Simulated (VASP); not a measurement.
# Bi2Te3 (R3m) in VASP: further runs

Runs on Bi2Te3. Level: LDA. Tasks: single point.

All numbers are computed with VASP 6.6.1; they aren't measurements. Logs are shortened: lines on timing, memory, paths and dates and some standing lists are left out, and cuts for length are marked.

## Step 1: The cell of the first run

It takes space group R3m (No. 160, trigonal). Conventional cell: a = 4.357 Å, b = 4.357 Å, c = 29.437 Å, α = 90.00°, β = 90.00°, γ = 120.00°. Within 3.9 Å of Bi (site symmetry 3m) lie 3 Te at 2.99 Å and 3 Bi at 3.38 Å. Within 4.7 Å of Bi (site symmetry 3m) lie 9 Te at 3.23 to 4.61 Å and 9 Bi at 3.38 to 4.36 Å. Te (site symmetry 3m) has 6 Te at 3.00 to 3.40 Å within 4.0 Å. Te (site symmetry 3m) has 3 Bi at 2.99 Å and 3 Te at 3.40 Å within 3.9 Å. Within 4.0 Å of Te (site symmetry 3m) lie 3 Te at 3.00 Å and 3 Bi at 3.23 Å.

## Step 2: Single point, LDA

The input, INCAR:

```
PREC     = Accurate       # precision mode
ENCUT    = 520            # plane-wave cutoff, eV
EDIFF    = 1E-6           # SCF threshold, eV
ISMEAR   = -1             # smearing method
SIGMA    = 0.1            # smearing width, eV
LREAL    = False          # projectors in reciprocal space
LASPH    = True           # aspherical terms in the spheres
NELM     = 100            # most SCF steps
ALGO     = Normal         # electronic algorithm
ISIF     = 2              # what is computed and relaxed
LWAVE    = False          # write WAVECAR
LCHARG   = False          # write CHGCAR
GGA      = CA             # functional
NBANDS   = 32             # bands
```

The input, KPOINTS:

```
regular mesh
0
Gamma
  6 6 6
```

The input, POSCAR:

```
Bi2Te3
1.0
    2.1786517465      1.2578451037      9.8122361019
   -2.1786517465      1.2578451037      9.8122361019
    0.0000000000     -2.5156902075      9.8122361019
Bi Te
2 3
Direct
    0.1880000000      0.1880000000      0.1880000000
    0.5980000000      0.5980000000      0.5980000000
    0.3890000000      0.3890000000      0.3890000000
    0.8000000000      0.8000000000      0.8000000000
    0.0000000000      0.0000000000      0.0000000000
```

Potentials or basis: VASP PAW LDA potentials, release 64 (Bi_d, Te).

On the command line:

```sh
$ cat potpaw_LDA.64/Bi_d/POTCAR potpaw_LDA.64/Te/POTCAR > POTCAR
$ mpirun -np 1 vasp_std > vasp.out
```

OUTCAR:

```text
PREC = Accurate
   ENCUT = 520
   EDIFF = 1E-6
   ISMEAR = -1
   LREAL = False
   LASPH = True
   NELM = 100
   ISIF = 2
   GGA = CA

 ion  position               nearest neighbor table
   1  0.188  0.188  0.188-   4 2.99   4 2.99   4 2.99   2 3.38   2 3.38   2 3.38
   2  0.598  0.598  0.598-   5 3.23   5 3.23   5 3.23   1 3.38   1 3.38   1 3.38
   3  0.389  0.389  0.389-   5 3.00   5 3.00   5 3.00   4 3.40   4 3.40   4 3.40
   4  0.800  0.800  0.800-   1 2.99   1 2.99   1 2.99   3 3.40   3 3.40   3 3.40
   5  0.000  0.000  0.000-   3 3.00   3 3.00   3 3.00   2 3.23   2 3.23   2 3.23

  LATTYP: Found a trigonal (rhomboedric) cell.
 ALAT       =    10.1295940223
 COS(alpha) =     0.9074829993

  Lattice vectors:

 A1 = (   2.1786517465,   1.2578451037,   9.8122361019)
 A2 = (  -2.1786517465,   1.2578451037,   9.8122361019)
 A3 = (   0.0000000000,  -2.5156902075,   9.8122361019)

Analysis of symmetry for initial positions (statically):
=====================================================================
 Subroutine PRICEL returns:
 Original cell was already a primitive cell.

 Routine SETGRP: Setting up the symmetry group for a
 trigonal (rhombohedral) supercell.

 Subroutine GETGRP returns: Found  6 space group operations
 (whereof  6 operations were pure point group operations)
 out of a pool of 12 trial point group operations.

The static configuration has the point symmetry C_3v.

Analysis of symmetry for dynamics (positions and initial velocities):
=====================================================================
 Subroutine PRICEL returns:
 Original cell was already a primitive cell.

 Routine SETGRP: Setting up the symmetry group for a
 trigonal (rhombohedral) supercell.

 Subroutine GETGRP returns: Found  6 space group operations
 (whereof  6 operations were pure point group operations)
 out of a pool of 12 trial point group operations.

The dynamic configuration has the point symmetry C_3v.

 Subroutine INISYM returns: Found  6 space group operations
 (whereof  6 operations are pure point group operations),
 and found     1 'primitive' translations

----------------------------------------------------------------------------------------

                                     Primitive cell

  volume of cell :     161.3371

  direct lattice vectors                    reciprocal lattice vectors
     2.178651746  1.257845104  9.812236102     0.229499736  0.132501741  0.033971190
    -2.178651746  1.257845104  9.812236102    -0.229499736  0.132501741  0.033971190
     0.000000000 -2.515690208  9.812236102     0.000000000 -0.265003483  0.033971190

  length of vectors
    10.129594022 10.129594022 10.129593997     0.267172008  0.267172008  0.267172019

  position of ions in fractional coordinates (direct lattice)
     0.188000000  0.188000000  0.188000000
     0.598000000  0.598000000  0.598000000
     0.389000000  0.389000000  0.389000000
     0.800000000  0.800000000  0.800000000
     0.000000000  0.000000000  0.000000000

  ion indices of the primitive-cell ions
   primitive index   ion index
                 1           1
                 2           2
                 3           3
                 4           4
                 5           5

----------------------------------------------------------------------------------------

 KPOINTS: regular mesh

Automatic generation of k-mesh.
 Grid dimensions read from file:
 generate k-points for:    6    6    6

 Generating k-lattice:

  Cartesian coordinates                     Fractional coordinates (reciprocal lattice)
     0.038249956  0.022083624  0.005661865     0.166666667  0.000000000 -0.000000000
    -0.038249956  0.022083624  0.005661865     0.000000000  0.166666667 -0.000000000
     0.000000000 -0.044167247  0.005661865    -0.000000000 -0.000000000  0.166666667

  Length of vectors
     0.044528668  0.044528668  0.044528670

  Shift w.r.t. Gamma in fractional coordinates (k-lattice)
     0.000000000  0.000000000  0.000000000

 Subroutine IBZKPT returns following result:
 ===========================================

 Found     32 irreducible k-points:

 Following reciprocal coordinates:
            Coordinates               Weight
  0.000000  0.000000  0.000000      1.000000
  0.166667  0.000000 -0.000000      6.000000
  0.333333  0.000000  0.000000      6.000000
  0.500000  0.000000  0.000000      3.000000
  0.166667  0.166667 -0.000000      6.000000
  0.333333  0.166667  0.000000     12.000000
[... 16 lines left out ...]
  0.500000  0.500000  0.166667      6.000000
 -0.333333  0.500000  0.166667     12.000000
 [... further k-points ...]
   k-points           NKPTS =     32   k-points in BZ     NKDIM =     32   number of bands    NBANDS=     32
   number of dos      NEDOS =    301   number of ions     NIONS =      5
   total plane-waves  NPLWV = 512000
   dimension x,y,z NGX =    80 NGY =   80 NGZ =   80
   dimension x,y,z NGXF=   160 NGYF=  160 NGZF=  160
   ions per type =               2   3
   NGX,Y,Z   is equivalent  to a cutoff of  13.13, 13.13, 13.13 a.u.
   NGXF,Y,Z  is equivalent  to a cutoff of  26.26, 26.26, 26.26 a.u.
 SYSTEM =  unknown system
   PREC   = accura    normal or accurate (medium, high low for compatibility)
   ISTART =      0    job   : 0-new  1-cont  2-samecut
   ICHARG =      2    charge: 1-file 2-atom 10-const
   ISPIN  =      1    spin polarized calculation?
   LNONCOLLINEAR =      F non collinear calculations
   LSORBIT =      F    spin-orbit coupling
   LASPH  =      T    aspherical Exc in radial PAW
   ENCUT  =  520.0 eV  38.22 Ry    6.18 a.u.  18.83 18.83 18.83*2*pi/ulx,y,z
   NELM   =    100;   NELMIN=  2; NELMDL= -5     # of ELM steps
   EDIFF  = 0.1E-05   stopping-criterion for ELM
   LREAL  =      F    real-space projection
   EDIFFG = 0.1E-04   stopping-criterion for IOM
   NSW    =      0    number of steps for IOM
   IBRION =     -1    ionic relax: 0-MD 1-quasi-New 2-CG
   NFREE  =      0    steps in history (QN), initial steepest desc. (CG)
   ISIF   =      2    stress and relaxation
   ISYM   =      2    0-nonsym 1-usesym 2-fastsym
   POTIM  = 0.5000    time-step for ionic-motion
   TEBEG  =    0.0;   TEEND  =   0.0 temperature during run
   PSTRESS=    0.0 pullay stress
   NELECT =      48.0000    total number of electrons
   NUPDOWN=      -1.0000    fix difference up-down
   EMIN   =  10.00;   EMAX   =-10.00  energy-range for DOS
   EFERMI =   0.00;   METHOD = LEGACY
   ISMEAR =    -1;   SIGMA  =   0.10  broadening in eV -4-tet -1-fermi 0-gaus
   EFERMI_NEDOS =   21; number of points for ismear=-14 and -15
   IALGO  =     38    algorithm
   IMIX   =      4    mixing-type and parameters
     AMIX     =   0.40;   BMIX     =  1.00
     AMIX_MAG =   1.60;   BMIX_MAG =  1.00
  volume/ion in A,a.u.               =      32.27       217.75
  Fermi-wavevector in a.u.,A,eV,Ry     =   1.092892  2.065266 16.250969  1.194413
  Thomas-Fermi vector in A             =   2.229166
   LORBIT       =      0    0 simple, 1 ext, 2 COOP (PROOUT), +10 PAW based schemes
   GGA     = CA    functional components
   LHFCALC =     F    Hartree Fock is set to
   AEXX    =    0.0000 exact exchange contribution
   IVDW    =     0    specifies the selected vdW correction
   LEPSILON=     F    determine dielectric tensor
   LRPA    =     F    only Hartree local field effects (RPA)
 non-spin polarized calculation
  energy-cutoff  :      520.00
  volume of cell :      161.34
 maximum number of plane-waves:      4362
 NGX is ok and might be reduce to    80
   NGX = 37   NGY = 37   NGZ = 37

 number of electron      47.9999998 magnetization

 Free energy of the ion-electron system (eV)
  ---------------------------------------------------
  ext. energy  EPLUGINS =         0.00000000
  ---------------------------------------------------
  free energy    TOTEN  =       -20.29406885 eV

  energy without entropy =      -20.23238014  energy(sigma->0) =      -20.26322449

 E-fermi :   6.7693     XC(G=0):  -9.8142

 val. band max:        6.7341232637   @ k =   0.5000   0.3333   0.0000
 cond. band min:       6.7912496351   @ k =   0.5000   0.1667   0.1667
 fundamental gap:      0.0571263715
 Fermi energy:         6.7693443537

 k-point     1 :       0.0000    0.0000    0.0000
  band No.  band energies     occupation
      1     -16.3448      2.00000
      2     -16.3448      2.00000
      3     -16.3097      2.00000
      4     -16.3097      2.00000
      5     -16.3053      2.00000
      6     -15.7352      2.00000
[... 24 lines left out ...]
     31      11.3147      0.00000
     32      11.5873      0.00000

 k-point     2 :       0.1667    0.0000   -0.0000
  band No.  band energies     occupation
      1     -16.3463      2.00000
      2     -16.3421      2.00000
      3     -16.3109      2.00000
      4     -16.3086      2.00000
      5     -16.3028      2.00000
      6     -15.7393      2.00000
[... 24 lines left out ...]
     31      10.5874      0.00000
     32      11.5439      0.00000

 k-point     3 :       0.3333    0.0000    0.0000
  band No.  band energies     occupation
      1     -16.3495      2.00000
      2     -16.3376      2.00000
      3     -16.3132      2.00000
      4     -16.3053      2.00000
      5     -16.2973      2.00000
      6     -15.7477      2.00000
[... 24 lines left out ...]
     31      10.8688      0.00000
     32      11.4776      0.00000

 k-point     4 :       0.5000    0.0000    0.0000
  band No.  band energies     occupation
      1     -16.3512      2.00000
      2     -16.3361      2.00000
      3     -16.3144      2.00000
      4     -16.3030      2.00000
      5     -16.2944      2.00000
      6     -15.7520      2.00000
[... 654 lines left out ...]
     31      11.0907      0.00000
     32      12.2515      0.00000

 k-point    23 :       0.5000    0.5000    0.1667
  band No.  band energies     occupation
      1     -16.3495      2.00000
      2     -16.3377      2.00000
      3     -16.3132      2.00000
      4     -16.3053      2.00000
      5     -16.2973      2.00000
      6     -15.7477      2.00000
[... 24 lines left out ...]
     31      10.6867      0.00000
     32      11.3702      0.00000

 k-point    24 :      -0.3333    0.5000    0.1667
  band No.  band energies     occupation
      1     -16.3504      2.00000
      2     -16.3360      2.00000
      3     -16.3123      2.00000
      4     -16.3053      2.00000
      5     -16.2951      2.00000
      6     -15.7491      2.00000
[... 24 lines left out ...]
     31      11.3016      0.00000
     32      11.8191      0.00000

 [... further k-points ...]

------------------------ aborting loop because EDIFF is reached ----------------------------------------

  FORCE on cell =-STRESS in cart. coord.  units (eV):
  Direction    XX          YY          ZZ          XY          YZ          ZX
  --------------------------------------------------------------------------------------
  -------------------------------------------------------------------------------------
  Total        0.7577433      0.7577432     -0.4780829      0.0000000      0.0000000      0.0000000
  in kB        7.5248604      7.5248596     -4.7476592      0.0000000      0.0000000      0.0000000
  external PRESSURE =       3.4340202 kB  Pullay stress =       0.0000000 kB

 VOLUME and BASIS-vectors are now :
 -----------------------------------------------------------------------------
  energy-cutoff  :      520.00
  volume of cell :      161.34
      direct lattice vectors                 reciprocal lattice vectors
     2.178651746  1.257845104  9.812236102     0.229499736  0.132501741  0.033971190
    -2.178651746  1.257845104  9.812236102    -0.229499736  0.132501741  0.033971190
     0.000000000 -2.515690208  9.812236102     0.000000000 -0.265003483  0.033971190

 POSITION                                       TOTAL-FORCE (eV/Angst)
 -----------------------------------------------------------------------------------
      0.00000     -0.00000      5.53410         0.000000     -0.000000      0.989273
      0.00000     -0.00000     17.60315         0.000000     -0.000000      0.430795
      0.00000     -0.00000     11.45088         0.000000     -0.000000      0.864843
      0.00000     -0.00000     23.54937         0.000000      0.000000     -0.964140
      0.00000      0.00000      0.00000         0.000000      0.000000     -1.320772
 -----------------------------------------------------------------------------------
    total drift:                                0.000000      0.000001      0.001068

  FREE ENERGIE OF THE ION-ELECTRON SYSTEM (eV)
  ---------------------------------------------------
  free  energy   TOTEN  =       -20.2940688496 eV

  energy  without entropy=      -20.2323801354  energy(sigma->0) =      -20.26322449
```

It took 5.8 min on 1 thread of Intel Xeon 6975P-C (Granite Rapids), shared host; peak memory 0.71 GiB.

What came out:

```
Free energy            : -20.2941 eV
Pressure               : 0.3 GPa
Largest force          : 1.321 eV/Å
Band gap on the k mesh : zero (bands 24 and 25 overlap by 0.11 eV)
```

Forces in eV/Å, atoms in the order of the input:
```
Bi   0.000  0.000  0.989
Bi   0.000  0.000  0.431
Te   0.000  0.000  0.865
Te   0.000  0.000 -0.964
Te   0.000  0.000 -1.321
```

Levels at points of the mesh, in eV from the Fermi level:
```tsv
k point	band 22	band 23	band 24	band 25	band 26	band 27
(0.00, 0.00, 0.00)	-0.49	-0.49	-0.46	-0.05	0.26	0.26
(0.50, 0.00, 0.00)	-2.33	-0.34	-0.25	-0.14	0.44	2.56
(0.50, 0.50, 0.00)	-1.92	-1.16	-0.52	0.34	1.10	1.83
(0.50, 0.50, 0.50)	-0.86	-0.75	-0.75	0.43	0.87	0.87
```

Caveat: spin-orbit coupling is left out, which moves the levels of the heavy elements; forces of over 1 eV/Å act on the atoms, so gaps and moduli don't describe the material at rest.

## Step 3: Single point, LDA

This run uses another cell than the first one, of 33.61 Å³/atom.

The input, INCAR:

```
SYSTEM = Bi2Te3
ALGO = Normal ; EDIFF = 1E-6
ENCUT = 520 ; GGA = CA
ISIF = 2 ; ISMEAR = -1
LASPH = .True. ; LCHARG = .False.
LREAL = .False. ; LWAVE = .False.
NBANDS = 32 ; NELM = 100
PREC = Accurate ; SIGMA = 0.1
```

The input, KPOINTS:

```
k-points
0
Gamma
  6 6 6
  0 0 0
```

POSCAR: that of step 2 with these lines changed.

```diff
@@ -2,5 +2,5 @@
 1.0
-    2.1786517465      1.2578451037      9.8122361019
-   -2.1786517465      1.2578451037      9.8122361019
-    0.0000000000     -2.5156902075      9.8122361019
+    2.2085000000      1.2750780000      9.9466670000
+   -2.2085000000      1.2750780000      9.9466670000
+    0.0000000000     -2.5501560000      9.9466670000
 Bi Te
```

Potentials or basis: VASP PAW LDA potentials, release 64 (Bi_d, Te).

On the command line:

```sh
$ cat potpaw_LDA.64/Bi_d/POTCAR potpaw_LDA.64/Te/POTCAR > POTCAR
$ mpirun -np 1 vasp_std > vasp.out
```

Run time: 6 min. Hardware: 1 thread of Intel Xeon 6975P-C (Granite Rapids), shared host; peak memory 0.72 GiB.

It converged, with:

* Free energy: -20.2643 eV
* Pressure: -1.8 GPa
* Largest force: 1.178 eV/Å
* Band gap on the k mesh: zero (bands 24 and 25 overlap by 0.11 eV)

Forces in eV/Å, atoms in the order of the input:
```
Bi   0.000  0.000  0.768
Bi   0.000  0.000  0.460
Te   0.000  0.000  0.661
Te   0.000  0.000 -0.711
Te   0.000  0.000 -1.178
```

Stress tensor (GPa, compression positive):
```
-1.34  0.00  0.00
 0.00 -1.34  0.00
 0.00  0.00 -2.61
```

Levels at points of the mesh, in eV from the Fermi level:
| k point | band 21 | band 22 | band 23 | band 24 | band 25 | band 26 | band 27 | band 28 |
| --- | --- | --- | --- | --- | --- | --- | --- | --- |
| (0.00, 0.00, 0.00) | -2.09 | -0.48 | -0.44 | -0.44 | -0.08 | 0.28 | 0.28 | 2.12 |
| (0.50, 0.00, 0.00) | -3.20 | -2.19 | -0.29 | -0.25 | -0.14 | 0.46 | 2.50 | 2.68 |
| (0.50, 0.50, 0.00) | -2.27 | -1.83 | -1.06 | -0.48 | 0.36 | 1.12 | 1.75 | 2.45 |
| (0.50, 0.50, 0.50) | -1.82 | -0.89 | -0.69 | -0.69 | 0.42 | 0.86 | 0.86 | 1.63 |

Caveat: spin-orbit coupling is left out, which moves the levels of the heavy elements; forces of over 1 eV/Å act on the atoms, so gaps and moduli don't describe the material at rest.
